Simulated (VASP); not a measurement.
## Li: relaxation of cell and atoms with PBE+D3(BJ)

Li:

```xyz
4
Lattice="3.0344 0.0000 0.0000 -1.5172 2.6279 0.0000 0.0000 0.0000 10.2162" Properties=species:S:1:pos:R:3 pbc="T T T"
Li    0.0000    0.0000    0.0000
Li    0.0000    1.7519    2.5541
Li    0.0000    0.0000    5.1081
Li    1.5172    0.8760    7.6622
```

This isn't the form of Li at room conditions, which is bcc.

```json
{
  "Program": "VASP 6.6.1",
  "Task": "relaxation of cell and atoms",
  "Functional": "PBE",
  "Dispersion": "D3(BJ)",
  "Potentials or basis": "VASP PAW PBE potentials, release 64 (Li_sv)",
  "Cutoff": "600 eV",
  "k mesh": "18 × 18 × 4",
  "Occupations": "gaussian, width 0.1 eV",
  "Spin": "no spin polarisation",
  "Dipole correction": "no",
  "Further INCAR settings": "ALGO = Fast; EDIFF = 1e-07; IBRION = 2; EDIFFG = -0.005; NSW = 100; ISIF = 3"
}
```

```json
{
  "Relaxed volume": "18.02 Å³/atom",
  "Relaxed cell": "a = 2.934 Å, b = 2.934 Å, c = 9.672 Å, α = 90.00°, β = 90.00°, γ = 120.00°",
  "Space group after relaxing (to 0.1 Å)": "P6_3/mmc (No. 194)",
  "Energy gained by relaxing": "12.9 meV/atom",
  "Ionic steps": "7",
  "Pressure after relaxing": "0.0 GPa",
  "Band gap on the k mesh": "zero (bands 6 and 7 overlap by 4.25 eV)",
  "Dispersion energy per atom": "-0.190 eV"
}
```

The path:
| step | energy change (eV) | largest force (eV/Å) | pressure (GPa) | volume (Å³) |
| --- | --- | --- | --- | --- |
| 1 | 0.0000 | 0.0000 | -1.53 | 81.46 |
| 2 | -0.0204 | 0.0000 | -1.24 | 79.18 |
| 3 | -0.0498 | 0.0000 | -0.31 | 73.56 |
| 4 | -0.0514 | 0.0000 | 0.04 | 71.83 |
| 5 | -0.0515 | 0.0000 | 0.01 | 72.02 |
| 6 | -0.0515 | 0.0000 | 0.00 | 72.04 |
| 7 | -0.0516 | 0.0000 | -0.01 | 72.09 |

Final structure:
```cif
data_structure
_symmetry_space_group_name_H-M 'P 1'
_symmetry_Int_Tables_number 1
_cell_length_a 2.9337
_cell_length_b 2.9337
_cell_length_c 9.6719
_cell_angle_alpha 90.000
_cell_angle_beta 90.000
_cell_angle_gamma 120.000
_cell_volume 72.09
loop_
_atom_site_label
_atom_site_type_symbol
_atom_site_fract_x
_atom_site_fract_y
_atom_site_fract_z
_atom_site_occupancy
Li1 Li 0.00000 0.00000 0.00000 1
Li2 Li 0.33333 0.66667 0.25000 1
Li3 Li 0.00000 0.00000 0.50000 1
Li4 Li 0.66667 0.33333 0.75000 1
```

Levels at points of the mesh, in eV from the Fermi level:
```
           k point  band 2  band 3  band 4  band 5  band 6  band 7  band 8  band 9  band 10
(0.00, 0.00, 0.00)  -46.32  -46.32  -46.31   -3.71   -2.57   -2.57   -0.13    3.25     8.51
(0.50, 0.00, 0.00)  -46.30  -46.30  -46.30   -0.08    0.55    0.71    1.38    3.76     3.80
(0.00, 0.00, 0.50)  -46.33  -46.31  -46.31   -3.43   -3.43   -1.21   -1.21    5.05     5.05
(0.50, 0.00, 0.50)  -46.30  -46.30  -46.30    0.12    0.12    1.15    1.15    4.05     4.05
```

It took 3.6 min on 1 thread of Intel(R) Xeon(R) 6975P-C (Granite Rapids), with other jobs on the host, peak memory 0.27 GiB.

Caveat: the cutoff is under 1.25 times the usual one of these potentials, so pressure, stress and relaxed cells hold a basis-set (Pulay) error.
